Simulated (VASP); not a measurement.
# HfN (Fm-3m) in VASP: notebook

HfN is run at these levels: r2SCAN; tasks: single point.

Program: VASP 6.6.1. These are calculated values, not measurements. Logs are shortened: lines on timing, memory, paths and dates and some standing lists are left out, and cuts for length are marked.

### Step 1. The cell of the first run

It takes space group Fm-3m (No. 225, cubic). The conventional cell has a = 4.570 Å, b = 4.570 Å, c = 4.570 Å, α = 90.00°, β = 90.00°, γ = 90.00°. Hf (site symmetry m-3m) has 6 N at 2.29 Å within 3.0 Å. N (site symmetry m-3m) has 6 Hf at 2.29 Å within 3.0 Å.

### Step 2. Single point, r2SCAN (11.93 Å³/atom)

The input, POSCAR:

```
HfN
1.0
    0.0000000000      2.2851397746      2.2851397746
    2.2851397746      0.0000000000      2.2851397746
    2.2851397746      2.2851397746      0.0000000000
Hf N
1 1
Direct
    0.0000000000      0.0000000000      0.0000000000
    0.5000000000      0.5000000000      0.5000000000
```

The input, INCAR.step1:

```
ALGO     = Normal         # electronic algorithm
EDIFF    = 1E-4           # SCF threshold, eV
ENCUT    = 520            # plane-wave cutoff, eV
GGA      = PE             # functional
ISMEAR   = 0              # smearing method
LASPH    = T              # aspherical terms in the spheres
LCHARG   = F              # write CHGCAR
LREAL    = F              # projectors in reciprocal space
LWAVE    = T              # write WAVECAR
NBANDS   = 14             # bands
NELM     = 80             # most SCF steps
PREC     = Accurate       # precision mode
SIGMA    = 0.1            # smearing width, eV
```

The input, INCAR.step2:

```
ALGO     = Normal         # electronic algorithm
EDIFF    = 1E-6           # SCF threshold, eV
ENCUT    = 520            # plane-wave cutoff, eV
ISIF     = 2              # what is computed and relaxed
ISMEAR   = 0              # smearing method
ISTART   = 1            
LASPH    = T              # aspherical terms in the spheres
LCHARG   = F              # write CHGCAR
LMIXTAU  = T            
LREAL    = F              # projectors in reciprocal space
LWAVE    = F              # write WAVECAR
METAGGA  = R2SCAN         # meta-GGA
NBANDS   = 14             # bands
NELM     = 80             # most SCF steps
PREC     = Accurate       # precision mode
SIGMA    = 0.1            # smearing width, eV
```

The input, KPOINTS:

```
k-points
0
Gamma
  16 16 16
```

Potentials or basis: VASP PAW PBE potentials, release 64 (Hf_pv, N).

On the command line:

```console
cat potpaw_PBE.64/Hf_pv/POTCAR potpaw_PBE.64/N/POTCAR > POTCAR
cp INCAR.step1 INCAR
mpirun -np 1 vasp_std > vasp.out
cp INCAR.step2 INCAR
mpirun -np 1 vasp_std > vasp.out
```

OUTCAR:

```text
EDIFF = 1E-6
   ENCUT = 520
   ISIF = 2
   ISMEAR = 0
   ISTART = 1
   LASPH = T
   LREAL = F
   METAGGA = R2SCAN
   NELM = 80
   PREC = Accurate

 ion  position               nearest neighbor table
   1  0.000  0.000  0.000-   2 2.29   2 2.29   2 2.29   2 2.29   2 2.29   2 2.29
   2  0.500  0.500  0.500-   1 2.29   1 2.29   1 2.29   1 2.29   1 2.29   1 2.29

  LATTYP: Found a face centered cubic cell.
 ALAT       =     4.5702795492

  Lattice vectors:

 A1 = (   0.0000000000,   2.2851397746,   2.2851397746)
 A2 = (   2.2851397746,   0.0000000000,   2.2851397746)
 A3 = (   2.2851397746,   2.2851397746,   0.0000000000)

Analysis of symmetry for initial positions (statically):
=====================================================================
 Subroutine PRICEL returns:
 Original cell was already a primitive cell.

 Routine SETGRP: Setting up the symmetry group for a
 face centered cubic supercell.

 Subroutine GETGRP returns: Found 48 space group operations
 (whereof 48 operations were pure point group operations)
 out of a pool of 48 trial point group operations.

The static configuration has the point symmetry O_h .

Analysis of symmetry for dynamics (positions and initial velocities):
=====================================================================
 Subroutine PRICEL returns:
 Original cell was already a primitive cell.

 Routine SETGRP: Setting up the symmetry group for a
 face centered cubic supercell.

 Subroutine GETGRP returns: Found 48 space group operations
 (whereof 48 operations were pure point group operations)
 out of a pool of 48 trial point group operations.

The dynamic configuration has the point symmetry O_h .

 Subroutine INISYM returns: Found 48 space group operations
 (whereof 48 operations are pure point group operations),
 and found     1 'primitive' translations

----------------------------------------------------------------------------------------

                                     Primitive cell

  volume of cell :      23.8654

  direct lattice vectors                    reciprocal lattice vectors
     0.000000000  2.285139775  2.285139775    -0.218804996  0.218804996  0.218804996
     2.285139775  0.000000000  2.285139775     0.218804996 -0.218804996  0.218804996
     2.285139775  2.285139775  0.000000000     0.218804996  0.218804996 -0.218804996

  length of vectors
     3.231675661  3.231675661  3.231675661     0.378981371  0.378981371  0.378981371

  position of ions in fractional coordinates (direct lattice)
     0.000000000  0.000000000  0.000000000
     0.500000000  0.500000000  0.500000000

  ion indices of the primitive-cell ions
   primitive index   ion index
[... 81 lines left out ...]
   ISYM   =      2    0-nonsym 1-usesym 2-fastsym
   POTIM  = 0.5000    time-step for ionic-motion
   TEBEG  =    0.0;   TEEND  =   0.0 temperature during run
   PSTRESS=    0.0 pullay stress
   NELECT =      15.0000    total number of electrons
   NUPDOWN=      -1.0000    fix difference up-down
   EMIN   =  10.00;   EMAX   =-10.00  energy-range for DOS
   EFERMI =   0.00;   METHOD = LEGACY
   ISMEAR =     0;   SIGMA  =   0.10  broadening in eV -4-tet -1-fermi 0-gaus
   EFERMI_NEDOS =   21; number of points for ismear=-14 and -15
   IALGO  =     38    algorithm
   IMIX   =      4    mixing-type and parameters
     AMIX     =   0.40;   BMIX     =  1.00
     AMIX_MAG =   1.60;   BMIX_MAG =  1.00
  volume/ion in A,a.u.               =      11.93        80.53
  Fermi-wavevector in a.u.,A,eV,Ry     =   1.402327  2.650013 26.756125  1.966520
  Thomas-Fermi vector in A             =   2.525099
   LORBIT       =      0    0 simple, 1 ext, 2 COOP (PROOUT), +10 PAW based schemes
   METAGGA = R2SCAN    functional components
   LHFCALC =     F    Hartree Fock is set to
   AEXX    =    0.0000 exact exchange contribution
   IVDW    =     0    specifies the selected vdW correction
   LEPSILON=     F    determine dielectric tensor
   LRPA    =     F    only Hartree local field effects (RPA)
 non-spin polarized calculation
 Gauss-broadening in eV      SIGMA  =   0.10
  energy-cutoff  :      520.00
  volume of cell :       23.87
 maximum number of plane-waves:       660
   NGX = 13   NGY = 13   NGZ = 13

 number of electron      14.9999999 magnetization

 Free energy of the ion-electron system (eV)
  ---------------------------------------------------
  ext. energy  EPLUGINS =         0.00000000
  ---------------------------------------------------
  free energy    TOTEN  =       -58.20924798 eV

  energy without entropy =      -58.20633812  energy(sigma->0) =      -58.20779305

 E-fermi :   8.2238     XC(G=0): -13.3601

 val. band max:        8.2206075057   @ k =  -0.1250   0.0625   0.0000
 cond. band min:       8.2352352474   @ k =   0.3750   0.1250   0.0000
 fundamental gap:      0.0146277416
 Fermi energy:         8.2238124629

 k-point     1 :       0.0000    0.0000    0.0000
  band No.  band energies     occupation
      1     -24.4497      2.00000
      2     -24.4497      2.00000
      3     -24.4497      2.00000
      4     -10.2654      2.00000
      5       4.8449      2.00000
      6       4.8449      2.00000
      7       4.8450      2.00000
      8       7.9041      1.99999
      9       7.9041      1.99999
     10       7.9041      1.99999
     11       9.9529      0.00000
     12      10.1530      0.00000
     13      10.1530      0.00000
     14      18.1852      0.00000
[... 377 lines left out ...]
      1     -24.5339      2.00000
      2     -24.4707      2.00000
      3     -24.4512      2.00000
      4     -10.0478      2.00000
      5       3.8537      2.00000
      6       4.2137      2.00000
      7       4.5233      2.00000
      8       8.0450      1.98857
      9       8.0757      1.96382
     10       8.4957      0.00012
     11      10.2285      0.00000
     12      11.0112      0.00000
     13      11.1553      0.00000
     14      18.9563      0.00000

 [... further k-points ...]
[... 5 lines left out ...]
  --------------------------------------------------------------------------------------
  -------------------------------------------------------------------------------------
  Total       -1.5494556     -1.5494556     -1.5494556      0.0000000      0.0000000      0.0000000
  in kB     -104.0210957   -104.0210957   -104.0210957      0.0000000      0.0000000      0.0000000
  external PRESSURE =    -104.0210957 kB  Pullay stress =       0.0000000 kB

 VOLUME and BASIS-vectors are now :
 -----------------------------------------------------------------------------
  energy-cutoff  :      520.00
  volume of cell :       23.87
      direct lattice vectors                 reciprocal lattice vectors
     0.000000000  2.285139775  2.285139775    -0.218804996  0.218804996  0.218804996
     2.285139775  0.000000000  2.285139775     0.218804996 -0.218804996  0.218804996
     2.285139775  2.285139775  0.000000000     0.218804996  0.218804996 -0.218804996

 POSITION                                       TOTAL-FORCE (eV/Angst)
 -----------------------------------------------------------------------------------
      0.00000      0.00000      0.00000        -0.000000     -0.000000     -0.000000
      2.28514      2.28514      2.28514         0.000000      0.000000      0.000000
 -----------------------------------------------------------------------------------
    total drift:                                0.000000     -0.000000     -0.000000

  FREE ENERGIE OF THE ION-ELECTRON SYSTEM (eV)
  ---------------------------------------------------
  free  energy   TOTEN  =       -58.2092479781 eV

  energy  without entropy=      -58.2063381163  energy(sigma->0) =      -58.20779305
```

OSZICAR.step1:

```text
N       E                     dE             d eps       ncg     rms          rms(c)
DAV:   1     0.381851670151E+02    0.38185E+02   -0.77641E+03  4076   0.100E+03
DAV:   2    -0.227142710427E+02   -0.60899E+02   -0.57064E+02  5370   0.234E+02
DAV:   3    -0.247527715037E+02   -0.20385E+01   -0.20309E+01  4678   0.352E+01
DAV:   4    -0.247606499195E+02   -0.78784E-02   -0.78775E-02  4840   0.256E+00
DAV:   5    -0.247607030339E+02   -0.53114E-04   -0.53114E-04  4612   0.181E-01    0.457E+01
DAV:   6    -0.218732415658E+02    0.28875E+01   -0.84259E+00  4408   0.219E+01    0.395E+01
DAV:   7    -0.217805522911E+02    0.92689E-01   -0.46462E-01  5068   0.604E+00    0.259E+01
DAV:   8    -0.217567789771E+02    0.23773E-01   -0.13443E-01  4630   0.313E+00    0.630E+00
DAV:   9    -0.217497755877E+02    0.70034E-02   -0.18986E-02  4516   0.111E+00    0.198E+00
DAV:  10    -0.217497084571E+02    0.67131E-04   -0.10847E-03  5388   0.317E-01    0.466E-01
DAV:  11    -0.217496752494E+02    0.33208E-04   -0.66383E-05  2744   0.824E-02
   1 F= -.21749675E+02 E0= -.21748183E+02  d E =-.298516E-02
```

Run time: 45 s. Hardware: 1 thread of Intel Xeon 6975P-C (Granite Rapids), shared host; peak memory 0.18 GiB.

What came out:

```yaml
Free_energy: -58.2092 eV
Pressure: -10.4 GPa
Band_gap_on_the_k_mesh: zero (an odd number of electrons rules out a gap without spin polarisation)
```

Caveat: the cell stands under tension; the PAW data sets were made with another functional, which shifts forces and pressure a little; spin-orbit coupling is left out, which moves the levels of the heavy elements.

### Step 3. Single point, r2SCAN (12.28 Å³/atom)

This run uses another cell than the first one, of 12.28 Å³/atom.

The input, POSCAR:

```
HfN
1.0
    0.0000000000      2.3071136204      2.3071136204
    2.3071136204      0.0000000000      2.3071136204
    2.3071136204      2.3071136204      0.0000000000
Hf N
1 1
Direct
    0.0000000000      0.0000000000      0.0000000000
    0.5000000000      0.5000000000      0.5000000000
```

The input, INCAR.step1:

```
PREC = Accurate
ENCUT = 520
ISMEAR = 0
SIGMA = 0.1
LREAL = False
LASPH = True
NELM = 60
NBANDS = 14
GGA = PE
ALGO = Normal
EDIFF = 1E-4
LWAVE = True
LCHARG = False
```

The input, INCAR.step2:

```
PREC = Accurate
ENCUT = 520
EDIFF = 1E-6
ISMEAR = 0
SIGMA = 0.1
LREAL = False
LASPH = True
NELM = 60
ALGO = Normal
ISIF = 2
LWAVE = False
LCHARG = False
METAGGA = R2SCAN
LMIXTAU = True
NBANDS = 14
ISTART = 1
```

The input, KPOINTS:

```
regular mesh
0
Gamma
  16 16 16
```

Potentials or basis: VASP PAW PBE potentials, release 64 (Hf_pv, N).

On the command line:

```console
cat potpaw_PBE.64/Hf_pv/POTCAR potpaw_PBE.64/N/POTCAR > POTCAR
cp INCAR.step1 INCAR
mpirun -np 1 vasp_std > vasp.out
cp INCAR.step2 INCAR
mpirun -np 1 vasp_std > vasp.out
```

OUTCAR:

```text
PREC = Accurate
   ENCUT = 520
   EDIFF = 1E-6
   ISMEAR = 0
   LREAL = False
   LASPH = True
   NELM = 60
   ISIF = 2
   METAGGA = R2SCAN
   ISTART = 1

 ion  position               nearest neighbor table
   1  0.000  0.000  0.000-   2 2.31   2 2.31   2 2.31   2 2.31   2 2.31   2 2.31
   2  0.500  0.500  0.500-   1 2.31   1 2.31   1 2.31   1 2.31   1 2.31   1 2.31

  LATTYP: Found a face centered cubic cell.
 ALAT       =     4.6142272408

  Lattice vectors:

 A1 = (   0.0000000000,   2.3071136204,   2.3071136204)
 A2 = (   2.3071136204,   0.0000000000,   2.3071136204)
 A3 = (   2.3071136204,   2.3071136204,   0.0000000000)

Analysis of symmetry for initial positions (statically):
=====================================================================
 Subroutine PRICEL returns:
 Original cell was already a primitive cell.

 Routine SETGRP: Setting up the symmetry group for a
 face centered cubic supercell.

 Subroutine GETGRP returns: Found 48 space group operations
 (whereof 48 operations were pure point group operations)
 out of a pool of 48 trial point group operations.

The static configuration has the point symmetry O_h .

Analysis of symmetry for dynamics (positions and initial velocities):
[... 165 lines left out ...]

 k-point     1 :       0.0000    0.0000    0.0000
  band No.  band energies     occupation
      1     -24.8138      2.00000
      2     -24.8138      2.00000
      3     -24.8138      2.00000
      4     -10.3408      2.00000
      5       4.6356      2.00000
      6       4.6356      2.00000
      7       4.6356      2.00000
      8       7.6656      1.99998
      9       7.6656      1.99998
     10       7.6656      1.99998
     11       9.4362      0.00000
     12       9.8345      0.00000
     13       9.8345      0.00000
     14      17.8637      0.00000
[... 377 lines left out ...]
      1     -24.8885      2.00000
      2     -24.8327      2.00000
      3     -24.8153      2.00000
      4     -10.1369      2.00000
      5       3.6594      2.00000
      6       4.0305      2.00000
      7       4.3244      2.00000
      8       7.8012      1.98383
      9       7.8316      1.95165
     10       8.2313      0.00023
     11       9.8118      0.00000
     12      10.5815      0.00000
     13      10.7967      0.00000
     14      18.6054      0.00000

 [... further k-points ...]
[... 5 lines left out ...]
  --------------------------------------------------------------------------------------
  -------------------------------------------------------------------------------------
  Total       -2.6073531     -2.6073531     -2.6073531      0.0000000      0.0000000     -0.0000000
  in kB     -170.0879287   -170.0879287   -170.0879287      0.0000000      0.0000000     -0.0000000
  external PRESSURE =    -170.0879287 kB  Pullay stress =       0.0000000 kB

 VOLUME and BASIS-vectors are now :
 -----------------------------------------------------------------------------
  energy-cutoff  :      520.00
  volume of cell :       24.56
      direct lattice vectors                 reciprocal lattice vectors
     0.000000000  2.307113620  2.307113620    -0.216721013  0.216721013  0.216721013
     2.307113620  0.000000000  2.307113620     0.216721013 -0.216721013  0.216721013
     2.307113620  2.307113620  0.000000000     0.216721013  0.216721013 -0.216721013

 POSITION                                       TOTAL-FORCE (eV/Angst)
 -----------------------------------------------------------------------------------
      0.00000      0.00000      0.00000        -0.000000     -0.000000     -0.000000
      2.30711      2.30711      2.30711         0.000000      0.000000      0.000000
 -----------------------------------------------------------------------------------
    total drift:                                0.000000     -0.000000     -0.000000

  FREE ENERGIE OF THE ION-ELECTRON SYSTEM (eV)
  ---------------------------------------------------
  free  energy   TOTEN  =       -58.1502583565 eV

  energy  without entropy=      -58.1472911487  energy(sigma->0) =      -58.14877475
```

OUTCAR.step1:

```text
PREC = Accurate
   ENCUT = 520
   ISMEAR = 0
   LREAL = False
   LASPH = True
[... 629 lines left out ...]
      0.00000      0.00000      0.00000         0.000000      0.000000      0.000000
      2.30711      2.30711      2.30711        -0.000000      0.000000     -0.000000
 -----------------------------------------------------------------------------------
    total drift:                                0.000000     -0.000000     -0.000000

  FREE ENERGIE OF THE ION-ELECTRON SYSTEM (eV)
  ---------------------------------------------------
  free  energy   TOTEN  =       -21.7091536359 eV

  energy  without entropy=      -21.7061130718  energy(sigma->0) =      -21.70763335
```

It took 43 s on 1 thread of Intel Xeon 6975P-C (Granite Rapids), shared host; peak memory 0.18 GiB.

What came out:

```yaml
Free_energy: -58.1503 eV
Pressure: -17.0 GPa
Band_gap_on_the_k_mesh: zero (an odd number of electrons rules out a gap without spin polarisation)
```

Levels at points of the mesh, in eV from the Fermi level:
```csv
k point,band 4,band 5,band 6,band 7,band 8,band 9,band 10,band 11,band 12,band 13
"(0.00, 0.00, 0.00)",-18.31,-3.34,-3.34,-3.34,-0.31,-0.31,-0.31,1.46,1.86,1.86
"(0.50, 0.00, 0.00)",-15.97,-8.96,-6.32,-6.32,3.10,3.46,3.46,4.28,8.33,8.33
"(0.50, 0.50, 0.00)",-17.28,-5.91,-4.08,-4.08,-3.61,3.81,5.08,5.08,5.08,7.68
```

Caveat: the cell stands under tension; the PAW data sets were made with another functional, which shifts forces and pressure a little; spin-orbit coupling is left out, which moves the levels of the heavy elements.
